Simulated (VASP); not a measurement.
Here is a VASP 6.6.1 calculation.

Contents of INCAR:

```
  PREC = Accurate
  ENCUT = 520
  EDIFF = 1E-7
  ISMEAR = -1
  SIGMA = 0.15
  LREAL = F
  LASPH = T
  NELM = 80
  ALGO = Normal
  ISIF = 2
  LWAVE = F
  LCHARG = F
  GGA = CA
  NBANDS = 13
```

The input KPOINTS:

```
regular mesh
0
Gamma
  9 9 9
```

Contents of POSCAR:

```
W
1.0
    0.0000000000      2.0300000000      2.0300000000
    2.0300000000      0.0000000000      2.0300000000
    2.0300000000      2.0300000000      0.0000000000
W
1
Direct
    0.0000000000      0.0000000000      0.0000000000
```

Potentials or basis: VASP PAW LDA potentials, release 64 (W_sv).

The run is started by

```sh
$ cat potpaw_LDA.64/W_sv/POTCAR > POTCAR
$ mpirun -np 1 vasp_std > vasp.out
```

Q: Estimate the pressure.

A: -16.6 GPa.

Q: Predict the band gap on the k mesh.

A: Zero (band 7 reaches 12.60 eV, above the bottom of band 8 at 9.53 eV).

Caveat: spin-orbit coupling is left out, which moves the levels of the heavy elements.
